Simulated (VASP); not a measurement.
Mg: elastic constants with BLYP

Crystal: Mg.

```
CELL_PARAMETERS angstrom
0.00000 2.24426 2.24426
2.24426 0.00000 2.24426
2.24426 2.24426 0.00000
ATOMIC_POSITIONS crystal
Mg 0.00000 0.00000 0.00000
```

This isn't the form of Mg at room conditions, which is hcp.

```json
{"Program": "VASP 6.6.1", "Task": "elastic constants", "Functional": "BLYP", "Potentials or basis": "VASP PAW PBE potentials, release 64 (Mg)", "Cutoff": "600 eV", "k mesh": "9 × 9 × 9", "Occupations": "fermi-dirac, width 0.1 eV", "Spin": "no spin polarisation", "Dipole correction": "no", "Ions in elastic constants": "relaxed", "Further INCAR settings": "ALGO = Normal; EDIFF = 1e-08; NBANDS = 7; IBRION = 6; POTIM = 0.015; NSW = 1; ISIF = 3"}
```

- Elastic constants C11, C12, C44: 45, 30, 23 GPa
- Voigt bulk modulus: 35 GPa

Elastic tensor in Voigt notation (GPa, in the Cartesian axes of the cell as first typed):
```
45 30 30  0  0  0
30 45 30  0  0  0
30 30 45  0  0  0
 0  0  0 23  0  0
 0  0  0  0 23  0
 0  0  0  0  0 23
```

Clamped-ion elastic tensor (GPa):
```
45 30 30  0  0  0
30 45 30  0  0  0
30 30 45  0  0  0
 0  0  0 23  0  0
 0  0  0  0 23  0
 0  0  0  0  0 23
```

Run time: 5.3 min on 1 thread of Intel(R) Xeon(R) Platinum 8259CL CPU @ 2.50GHz (Skylake/Cascade Lake), with other jobs on the host, peak memory 0.22 GiB.

Caveat: the cell is under stress, which shifts elastic constants; the PAW data sets were made with another functional, which shifts forces and pressure a little.
